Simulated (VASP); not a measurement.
# Ir (P6_3/mmc) in VASP: a series of runs, part 2 of 2

VASP 6.6.1.

### 4 Vibrations by perturbation theory, PBEsol

This run uses another cell than the first one, of 14.14 Å³/atom.

INCAR reads:

```
PREC     = Accurate       # precision mode
ENCUT    = 500            # plane-wave cutoff, eV
EDIFF    = 1E-8           # SCF threshold, eV
ISMEAR   = -1             # smearing method
SIGMA    = 0.15           # smearing width, eV
LREAL    = F              # projectors in reciprocal space
LASPH    = T              # aspherical terms in the spheres
NELM     = 120            # most SCF steps
ALGO     = Normal         # electronic algorithm
ISIF     = 2              # what is computed and relaxed
LWAVE    = F              # write WAVECAR
LCHARG   = T              # write CHGCAR
GGA      = PS             # functional
NBANDS   = 16             # bands
IBRION   = 8              # ionic algorithm
NSW      = 1              # ionic steps
GGA_COMPAT= F
```

KPOINTS reads:

```
regular mesh
0
Gamma
  18 18 10
```

POSCAR reads:

```
Ir
1.0
    2.7213187380      0.0000000000      0.0000000000
   -1.3606593690      2.3567311589      0.0000000000
    0.0000000000      0.0000000000      4.4100191876
Ir
2
Direct
    0.6666666667      0.3333333333      0.7500000000
    0.3333333333      0.6666666667      0.2500000000
```

Potentials or basis: VASP PAW PBE potentials, release 64 (Ir).

Run with:

```
> cat potpaw_PBE.64/Ir/POTCAR > POTCAR
> mpirun -np 1 vasp_std > vasp.out
```

OUTCAR:

```text
PREC = Accurate
   ENCUT = 500
   EDIFF = 1E-8
   ISMEAR = -1
   LREAL = F
   LASPH = T
   NELM = 120
   ISIF = 2
   GGA = PS
   IBRION = 8
   NSW = 1

 ion  position               nearest neighbor table
   1  0.667  0.333  0.750-   2 2.71   2 2.71   2 2.71   2 2.71   2 2.71   2 2.71
   2  0.333  0.667  0.250-   1 2.71   1 2.71   1 2.71   1 2.71   1 2.71   1 2.71

  LATTYP: Found a hexagonal cell.
 ALAT       =     2.7213187380
 C/A-ratio  =     1.6205448947

  Lattice vectors:

 A1 = (   2.7213187380,   0.0000000000,   0.0000000000)
 A2 = (  -1.3606593690,   2.3567311589,   0.0000000000)
 A3 = (   0.0000000000,   0.0000000000,   4.4100191876)

Analysis of symmetry for initial positions (statically):
=====================================================================
 Subroutine PRICEL returns:
 Original cell was already a primitive cell.

 Routine SETGRP: Setting up the symmetry group for a
 hexagonal supercell.

 Subroutine GETGRP returns: Found 24 space group operations
 (whereof 12 operations were pure point group operations)
 out of a pool of 24 trial point group operations.

The static configuration has the point symmetry D_3d.
 The point group associated with its full space group is D_6h.

Analysis of symmetry for dynamics (positions and initial velocities):
=====================================================================
 Subroutine PRICEL returns:
 Original cell was already a primitive cell.

 Routine SETGRP: Setting up the symmetry group for a
 hexagonal supercell.

 Subroutine GETGRP returns: Found 24 space group operations
 (whereof 12 operations were pure point group operations)
 out of a pool of 24 trial point group operations.

The dynamic configuration has the point symmetry D_3d.
 The point group associated with its full space group is D_6h.

 Subroutine INISYM returns: Found 24 space group operations
 (whereof 12 operations are pure point group operations),
 and found     1 'primitive' translations

----------------------------------------------------------------------------------------

                                     Primitive cell

  volume of cell :      28.2833

  direct lattice vectors                    reciprocal lattice vectors
     2.721318738  0.000000000  0.000000000     0.367468899  0.212158268  0.000000000
    -1.360659369  2.356731159  0.000000000     0.000000000  0.424316535  0.000000000
     0.000000000  0.000000000  4.410019188     0.000000000  0.000000000  0.226756383

  length of vectors
     2.721318738  2.721318738  4.410019188     0.424316535  0.424316535  0.226756383

  position of ions in fractional coordinates (direct lattice)
     0.666666667  0.333333333  0.750000000
     0.333333333  0.666666667  0.250000000

[... 130 lines left out ...]
 fundamental gap:      0.0105752755
 Fermi energy:        10.3679359228

 k-point     1 :       0.0000    0.0000    0.0000
  band No.  band energies     occupation
      1      -0.9422      2.00000
      2       2.1314      2.00000
      3       6.4088      2.00000
      4       6.5033      2.00000
      5       6.5033      2.00000
      6       7.1705      2.00000
[... 433 lines left out ...]
      3       3.5270      2.00000
      4       6.1011      2.00000
      5       6.2600      2.00000
      6       6.7703      2.00000
[... 8 lines left out ...]
     15      20.9699      0.00000
     16      23.6933      0.00000

 [... further k-points ...]

------------------------ aborting loop because EDIFF is reached ----------------------------------------

  FORCE on cell =-STRESS in cart. coord.  units (eV):
  Direction    XX          YY          ZZ          XY          YZ          ZX
  --------------------------------------------------------------------------------------
  -------------------------------------------------------------------------------------
  Total        0.1618299      0.1618299      0.1700952     -0.0000000      0.0000000      0.0000000
  in kB        9.1672547      9.1672547      9.6354629     -0.0000000      0.0000000      0.0000000
  external PRESSURE =       9.3233241 kB  Pullay stress =       0.0000000 kB

 VOLUME and BASIS-vectors are now :
 -----------------------------------------------------------------------------
  energy-cutoff  :      500.00
  volume of cell :       28.28
      direct lattice vectors                 reciprocal lattice vectors
     2.721318738  0.000000000  0.000000000     0.367468899  0.212158268  0.000000000
    -1.360659369  2.356731159  0.000000000     0.000000000  0.424316535  0.000000000
     0.000000000  0.000000000  4.410019188     0.000000000  0.000000000  0.226756383

 POSITION                                       TOTAL-FORCE (eV/Angst)
 -----------------------------------------------------------------------------------
      1.36066      0.78558      3.30751         0.000000      0.000000      0.000000
     -0.00000      1.57115      1.10250        -0.000000      0.000000      0.000000
 -----------------------------------------------------------------------------------
    total drift:                               -0.000000      0.000000     -0.000000

  FREE ENERGIE OF THE ION-ELECTRON SYSTEM (eV)
  ---------------------------------------------------
  free  energy   TOTEN  =       -19.5710382639 eV

  energy  without entropy=      -19.3983705539  energy(sigma->0) =      -19.48470441

[... ionic steps 2 to 3 ...]

--------------------------------------- Ionic step        4  -------------------------------------------

------------------------ aborting loop because EDIFF is reached ----------------------------------------

[... ionic steps 5 to 5 ...]

--------------------------------------- Ionic step        6  -------------------------------------------

 Free energy of the ion-electron system (eV)
  ---------------------------------------------------
  ---------------------------------------------------
  free energy    TOTEN  =        -0.21365745 eV

  energy without entropy =       -0.21365745

------------------------ aborting loop because EDIFF is reached ----------------------------------------

 INTERNAL STRAIN TENSOR  FOR ION    1  DIRECTION 3   (eV/Angst):
 -----------------------------------------------------------------------------
     0.06246  0.00000  0.00000
     0.00000  0.06246  0.00000
     0.00000 -0.00000 -0.11498

 INTERNAL STRAIN TENSOR FOR ION    2 for displacements in x,y,z  (eV/Angst):
          X           Y           Z          XY          YZ          ZX
  --------------------------------------------------------------------------------
  x    -0.00000     0.00000     0.00000    -1.51802     0.00000     0.00000
  y    -1.51802     1.51802    -0.00000     0.00000     0.00000     0.00000
  z    -0.00000     0.00000     0.00000     0.00000     0.00000    -0.00000

 SECOND DERIVATIVES (NOT SYMMETRIZED)
 ------------------------------------
               1X          1Y          1Z          2X          2Y          2Z
  1X    -5.253982   -0.000000    0.000000    5.253982    0.000000    0.000000
  1Y    -0.000000   -5.253982    0.000000    0.000000    5.253982    0.000000
  1Z    -0.000000    0.000000  -14.582496    0.000000   -0.000000   14.582496
  2X     5.253982    0.000000    0.000000   -5.253982   -0.000000    0.000000
  2Y     0.000000    5.253982    0.000000   -0.000000   -5.253982    0.000000
  2Z     0.000000   -0.000000   14.582496   -0.000000    0.000000  -14.582496

 Eigenvectors and eigenvalues of the dynamical matrix
 ----------------------------------------------------

   1 f  =    6.089510 THz    38.261522 2PiTHz  203.124203 cm-1    25.184180 meV
             X         Y         Z           dx          dy          dz
      1.360659  0.785577  3.307514    -0.000000    0.000000   -0.707107
     -0.000000  1.571154  1.102505     0.000000    0.000000    0.707107
[... 21 lines left out ...]
   6 f  =    0.000000 THz     0.000000 2PiTHz    0.000000 cm-1     0.000000 meV
             X         Y         Z           dx          dy          dz
      1.360659  0.785577  3.307514     0.000000   -0.000000    0.707107
     -0.000000  1.571154  1.102505    -0.000000    0.000000    0.707107

--------------------------------------------------------------------------------------------------------

 ELASTIC MODULI CONTR FROM IONIC RELAXATION (kBar)
 Direction    XX          YY          ZZ          XY          YZ          ZX
 --------------------------------------------------------------------------------
 XX         -24.8455     24.8455     -0.0000      0.0000      0.0000     -0.0000
 YY          24.8455    -24.8455      0.0000     -0.0000      0.0000      0.0000
 ZZ          -0.0000      0.0000     -0.0000      0.0000      0.0000     -0.0000
 XY           0.0000     -0.0000      0.0000    -24.8455      0.0000      0.0000
 YZ           0.0000      0.0000      0.0000      0.0000      0.0000      0.0000
 ZX          -0.0000      0.0000     -0.0000      0.0000      0.0000     -0.0000
 --------------------------------------------------------------------------------
```

It took 8 min on 1 thread of Oxide Virtual Turin-like, shared host; peak memory 0.81 GiB.

What came out:

* Highest phonon frequency at Γ: 203 cm⁻¹

Phonon frequencies in cm⁻¹ (negative: imaginary):
```
              q point        frequencies
(0.000, 0.000, 0.000)  0 0 0 122 122 203
```

Caveat: the PAW data sets were made with another functional, which shifts forces and pressure a little; spin-orbit coupling is left out, which moves the levels of the heavy elements.
